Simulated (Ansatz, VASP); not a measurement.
LiH in VASP and in Ansatz

```xyz
2
Lattice="0.0000 1.8699 1.9512 1.8699 0.0000 1.9512 1.8699 1.8699 0.0000" Properties=species:S:1:pos:R:3 pbc="T T T"
Li    0.0000    0.0000    0.0000
H     1.8699    1.8699    1.9512
```

Change from the starting cell: strain -0.080 along x and y, -0.040 along z, atoms carried along.

Alike in both runs: task single point; functional r2SCAN; k mesh 10 × 10 × 10; occupations gaussian, width 0.05 eV; no spin polarisation.

|  | VASP | Ansatz |
| --- | --- | --- |
| version | VASP 6.6.1 | Ansatz 0.2.0 |
| potentials or method | VASP PAW PBE potentials, release 64 (Li_sv, H), cutoff 830 eV | scalar-relativistic, plane waves, PAW |
| valence electrons in the cell | 4 | 4 |

```csv
,VASP,Ansatz,Ansatz less VASP
gap on the k mesh at the Fermi level (eV),2.91,2.95,+0.039
least direct gap on the mesh (eV),3.27,3.31,+0.046
pressure (GPa),7.3,7.9,+0.57
"traceless stress, the component that is largest in VASP (GPa)",-3.45,-3.36,+0.088
```

VASP's potentials were made for PBE, not for r2SCAN. The functional is the same, so the differences come from potentials, cutoffs and numerics.
